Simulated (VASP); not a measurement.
# AlP (F-43m) in VASP: G0W0 quasiparticle levels with PBE

Aim: the G0W0 quasiparticle levels of AlP with PBE.

Everything below comes from runs of VASP 6.6.1. Logs are shortened: lines on timing, memory, paths and dates and some standing lists are left out, and cuts for length are marked.

### Step 1. The cell of the first run

The structure is cubic, space group F-43m (No. 216). Conventional cell: a = 5.479 Å, b = 5.479 Å, c = 5.479 Å, α = 90.00°, β = 90.00°, γ = 90.00°. Within 3.1 Å of Al (site symmetry -43m) lie 4 P at 2.37 Å. P (site symmetry -43m) has 4 Al at 2.37 Å within 3.1 Å.

### Step 2. G0W0 quasiparticle levels, PBE

POSCAR

```
AlP
1.0
    0.0000000000      2.7392583532      2.7392583532
    2.7392583532      0.0000000000      2.7392583532
    2.7392583532      2.7392583532      0.0000000000
Al P
1 1
Direct
    0.0000000000      0.0000000000      0.0000000000
    0.7500000000      0.7500000000      0.7500000000
```

INCAR.step1

```
PREC = Accurate
ENCUT = 500
EDIFF = 1E-8
ISMEAR = 0
SIGMA = 0.01
LREAL = F
LASPH = T
NELM = 80
ALGO = Normal
LWAVE = T
LCHARG = F
GGA = PE
```

INCAR.step2

```
PREC = Accurate
ENCUT = 500
EDIFF = 1E-8
ISMEAR = 0
SIGMA = 0.01
LREAL = F
LASPH = T
NELM = 1
ALGO = Exact
LWAVE = T
LCHARG = F
GGA = PE
NBANDS = 308
LOPTICS = T
ISTART = 1
```

INCAR.step3

```
PREC = Accurate
ENCUT = 500
EDIFF = 1E-8
ISMEAR = 0
SIGMA = 0.01
LREAL = F
LASPH = T
ALGO = EVGW0
LWAVE = F
LCHARG = F
GGA = PE
NELMGW = 1
NBANDS = 308
ENCUTGW = 200
NOMEGA = 48
PRECFOCK = Fast
ISTART = 1
NBANDSGW = 12
```

KPOINTS

```
Automatic mesh
0
Gamma
  6 6 6
```

Potentials or basis: VASP PAW PBE potentials, release 64 (Al_GW, P_GW).

Launch:

```
$ cat potpaw_PBE.64/Al_GW/POTCAR potpaw_PBE.64/P_GW/POTCAR > POTCAR
$ cp INCAR.step1 INCAR
$ mpirun -np 1 vasp_std > vasp.out
$ cp INCAR.step2 INCAR
$ mpirun -np 1 vasp_std > vasp.out
$ cp INCAR.step3 INCAR
$ mpirun -np 1 vasp_std > vasp.out
```

OUTCAR:

```text
PREC = Accurate
   ENCUT = 500
   EDIFF = 1E-8
   ISMEAR = 0
   LREAL = F
   LASPH = T
   GGA = PE
   NELMGW = 1
   ENCUTGW = 200
   PRECFOCK = Fast
   ISTART = 1

 ion  position               nearest neighbor table
   1  0.000  0.000  0.000-   2 2.37   2 2.37   2 2.37   2 2.37
   2  0.750  0.750  0.750-   1 2.37   1 2.37   1 2.37   1 2.37

  LATTYP: Found a face centered cubic cell.
 ALAT       =     5.4785167064

  Lattice vectors:

 A1 = (   0.0000000000,   2.7392583532,   2.7392583532)
 A2 = (   2.7392583532,   0.0000000000,   2.7392583532)
 A3 = (   2.7392583532,   2.7392583532,   0.0000000000)

Analysis of symmetry for initial positions (statically):
=====================================================================
 Subroutine PRICEL returns:
 Original cell was already a primitive cell.

 Routine SETGRP: Setting up the symmetry group for a
 face centered cubic supercell.

 Subroutine GETGRP returns: Found 24 space group operations
 (whereof 24 operations were pure point group operations)
 out of a pool of 48 trial point group operations.

The static configuration has the point symmetry T_d .

Analysis of symmetry for dynamics (positions and initial velocities):
=====================================================================
 Subroutine PRICEL returns:
 Original cell was already a primitive cell.

 Routine SETGRP: Setting up the symmetry group for a
 face centered cubic supercell.

 Subroutine GETGRP returns: Found 24 space group operations
 (whereof 24 operations were pure point group operations)
 out of a pool of 48 trial point group operations.

The dynamic configuration has the point symmetry T_d .

 Subroutine INISYM returns: Found 24 space group operations
 (whereof 24 operations are pure point group operations),
 and found     1 'primitive' translations

----------------------------------------------------------------------------------------

                                     Primitive cell

  volume of cell :      41.1082

  direct lattice vectors                    reciprocal lattice vectors
[... 78 lines left out ...]
   EDIFF  = 0.1E-07   stopping-criterion for ELM
   LREAL  =      F    real-space projection
   EDIFFG = 0.1E-06   stopping-criterion for IOM
   NSW    =      0    number of steps for IOM
   IBRION =     -1    ionic relax: 0-MD 1-quasi-New 2-CG
   NFREE  =      0    steps in history (QN), initial steepest desc. (CG)
   ISIF   =      0    stress and relaxation
   ISYM   =      3    0-nonsym 1-usesym 2-fastsym
   POTIM  = 0.5000    time-step for ionic-motion
   TEBEG  =    0.0;   TEEND  =   0.0 temperature during run
   PSTRESS=    0.0 pullay stress
   NELECT =       8.0000    total number of electrons
   NUPDOWN=      -1.0000    fix difference up-down
   EMIN   =  10.00;   EMAX   =-10.00  energy-range for DOS
   EFERMI =   0.00;   METHOD = LEGACY
   ISMEAR =     0;   SIGMA  =   0.01  broadening in eV -4-tet -1-fermi 0-gaus
   EFERMI_NEDOS =   21; number of points for ismear=-14 and -15
   IALGO  =     38    algorithm
   IMIX   =      4    mixing-type and parameters
     AMIX     =   0.40;   BMIX     =  1.00
     AMIX_MAG =   1.60;   BMIX_MAG =  1.00
  volume/ion in A,a.u.               =      20.55       138.71
  Fermi-wavevector in a.u.,A,eV,Ry     =   0.948699  1.792781 12.245652  0.900030
  Thomas-Fermi vector in A             =   2.076912
   LORBIT       =      0    0 simple, 1 ext, 2 COOP (PROOUT), +10 PAW based schemes
   GGA     = PE    functional components
   LHFCALC =     T    Hartree Fock is set to
   PRECFOCK=fast      Normal, Fast or Accurate (Low or Medium for compatibility)
   ENCUT4O =  -1.0   cutoff for four orbital integrals eV
   NKREDX  =     1    reduce k-point grid by
   NKREDY  =     1    reduce k-point grid by
   NKREDZ  =     1    reduce k-point grid by
   AEXX    =    1.0000 exact exchange contribution
   HFSCREEN=    0.0000 screening length (either q_TF or 0.3 A-1)
   HFSCREENC=   0.0000 screening length for correlation (either q_TF or 0.3 A-1)
   ENCUTFOCK=  -1.0 apply spherical cutoff to Coloumb kernel
   IVDW    =     0    specifies the selected vdW correction
   LEPSILON=     F    determine dielectric tensor
   LRPA    =     F    only Hartree local field effects (RPA)
   LRPAFORCE           =     F    calculate RPA forces
   ENCUTGW             = 200.0    cutoff for response function in eV
   ENCUTGWSOFT         = 160.0    soft cutoff for Coulomb kernel in GW response function in eV
   ENCUTLF             =  -1.0    cutoff for local field effects
   NELMGW              =     1    number of iterations in solving QP/BSE equation
   NELMHF              =     1    number of iterations in the inner HF iteration
   NKREDLFX            =     1    NKREDLFY  =   1   NKREDLFZ  =   1
 non-spin polarized calculation
 Gauss-broadening in eV      SIGMA  =   0.01
  energy-cutoff  :      500.00
  volume of cell :       41.11
 maximum number of plane-waves:      1056
  NGX = 16; NGY = 16; NGZ = 16
   NGX = 15   NGY = 15   NGZ = 15
 maximum number of plane-waves:       274

 QP shifts <psi_nk| G(iteration)W_0 |psi_nk>: iteration 1
 for sc-GW calculations column KS-energies equals QP-energies in previous step
 and V_xc(KS)=  KS-energies - (<T + V_ion + V_H > + <T+V_H+V_ion>^1  + <V_x>^1)

 k-point   1 :       0.0000    0.0000    0.0000
  band No.  KS-energies  QP-energies   sigma(KS)   V_xc(KS)     V^pw_x(r,r')   Z            occupation Imag(sigma)

      1      -7.6668      -8.3252     -12.0552     -11.0656     -18.3912       0.6654       2.0000       1.2045
      2       3.7837       2.9912     -12.9826     -11.9367     -13.9349       0.7578       2.0000       0.0040
      3       3.7837       2.9912     -12.9826     -11.9367     -13.9349       0.7578       2.0000       0.0040
      4       3.7837       2.9912     -12.9826     -11.9367     -13.9349       0.7578       2.0000       0.0040
      5       6.9959       7.1836      -9.8892     -10.1333      -5.6794       0.7685       0.0000      -0.1217
      6       8.3255       8.5901      -9.2794      -9.6278      -4.8960       0.7596       0.0000      -0.1181
      7       8.3255       8.5901      -9.2794      -9.6278      -4.8960       0.7596       0.0000      -0.1181
      8       8.3255       8.5901      -9.2794      -9.6278      -4.8960       0.7596       0.0000      -0.1181
      9      12.5819      12.8810      -9.4950      -9.8985      -4.1512       0.7412       0.0000      -0.2318
     10      12.5819      12.8810      -9.4950      -9.8985      -4.1512       0.7412       0.0000      -0.2318
     11      14.0049      13.9453      -7.8407      -7.7615      -2.3037       0.7523       0.0000      -0.3642
     12      16.0078      15.9424      -8.0946      -8.0071      -2.1008       0.7481       0.0000      -0.6161
[... 228 lines left out ...]
      1      -5.3236      -5.9496     -13.0709     -12.1574     -18.5113       0.6853       2.0000       0.7795
      2      -1.2316      -2.0144     -11.5009     -10.3751     -14.6076       0.6953       2.0000       0.1760
      3       0.9082       0.0538     -11.6845     -10.5104     -13.6881       0.7277       2.0000       0.0444
      4       1.1473       0.3145     -11.5285     -10.3925     -13.3562       0.7331       2.0000       0.0351
      5       7.1031       7.1641      -8.9939      -9.0731      -4.9353       0.7706       0.0000      -0.1142
      6       8.0791       8.2830      -9.3856      -9.6523      -5.0833       0.7644       0.0000      -0.1180
      7      11.3916      11.5547      -9.3280      -9.5500      -3.9178       0.7348       0.0000      -0.2330
      8      11.7334      11.9662      -9.9458     -10.2633      -4.5491       0.7335       0.0000      -0.2265
      9      14.9525      15.0451      -9.8442      -9.9732      -3.3683       0.7176       0.0000      -0.5269
     10      15.6195      15.9297     -10.6853     -11.1117      -4.2637       0.7272       0.0000      -0.5431
     11      16.9780      17.0431      -9.7707      -9.8592      -3.2308       0.7357       0.0000      -0.6959
     12      17.7139      17.9679     -10.2858     -10.6328      -3.6260       0.7319       0.0000      -0.7450
```

OUTCAR.step1:

```text
PREC = Accurate
   ENCUT = 500
   EDIFF = 1E-8
   ISMEAR = 0
   LREAL = F
   LASPH = T
[... 384 lines left out ...]
 -----------------------------------------------------------------------------------
      0.00000      0.00000      0.00000        -0.000000     -0.000000      0.000000
      4.10889      4.10889      4.10889         0.000000      0.000000     -0.000000
 -----------------------------------------------------------------------------------
    total drift:                                0.000001      0.000001      0.000001

  FREE ENERGIE OF THE ION-ELECTRON SYSTEM (eV)
  ---------------------------------------------------
  free  energy   TOTEN  =       -10.3698305543 eV

  energy  without entropy=      -10.3698305543  energy(sigma->0) =      -10.36983055
```

It took 11 min on 1 thread of Intel Xeon 6975P-C (Granite Rapids), shared host; peak memory 1.6 GiB.

What came out:

* Band gap on the k mesh, mean-field level: 1.60 eV, indirect (least direct gap 3.21 eV)
* Quasiparticle gap: 2.42 eV
* Least direct quasiparticle gap: 4.19 eV

Levels at points of the mesh, in eV from the valence-band top:
```csv
k point,band 2,band 3,band 4,band 5,band 6,band 7
"(0.00, 0.00, 0.00)",0.00,0.00,0.00,3.21,4.54,4.54
"(0.50, 0.00, 0.00)",-5.49,-0.76,-0.76,2.77,4.81,4.81
"(0.50, 0.50, 0.00)",-5.28,-2.08,-2.08,1.60,2.47,10.98
```

Caveat: bands, screening cutoff and mesh are small and nothing is extrapolated, so the quasiparticle values aren't converged.
